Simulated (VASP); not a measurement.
Set up this calculation in VASP 6.6.1, as the native input.

- Task: single point
- Functional: PBEsol
- Potentials or basis: VASP PAW PBE potentials, release 64 (Sn_d, O)
- Cutoff: 520 eV
- k mesh: 12 × 12 × 10
- Occupations: gaussian, width 0.15 eV
- Spin: no spin polarisation
- Dipole correction: no
- Further INCAR settings: ALGO = Normal; EDIFF = 1e-07; NBANDS = 28

The structure of SnO lies in POSCAR:

```
SnO
1.0
    3.8020000000      0.0000000000      0.0000000000
    0.0000000000      3.8020000000      0.0000000000
    0.0000000000      0.0000000000      4.8360000000
Sn O
2 2
Direct
    0.0000000000      0.5000000000      0.2385000000
    0.5000000000      0.0000000000      0.7615000000
    0.0000000000      0.0000000000      0.0000000000
    0.5000000000      0.5000000000      0.0000000000
```

The input as run:

INCAR

```
ALGO = Normal
EDIFF = 1E-7
ENCUT = 520
GGA = PS
ISIF = 2
ISMEAR = 0
LASPH = T
LCHARG = F
LREAL = F
LWAVE = F
NBANDS = 28
NELM = 80
PREC = Accurate
SIGMA = 0.15
```

KPOINTS

```
k-points
0
Gamma
  12 12 10
```

Potentials or basis: VASP PAW PBE potentials, release 64 (Sn_d, O).

The run is started by

```console
$ cat potpaw_PBE.64/Sn_d/POTCAR potpaw_PBE.64/O/POTCAR > POTCAR
$ mpirun -np 1 vasp_std > vasp.out
```

It gave:

```json
{"Pressure": "0.2 GPa", "Largest force": "0.146 eV/Å", "Band gap on the k mesh": "zero (filled and empty bands touch)"}
```

Caveat: the PAW data sets were made with another functional, which shifts forces and pressure a little; spin-orbit coupling is left out, which moves the levels of the heavy elements.

It took 7.1 min on 1 thread of Intel Xeon 8259CL, on a shared host, peak memory 0.37 GiB.
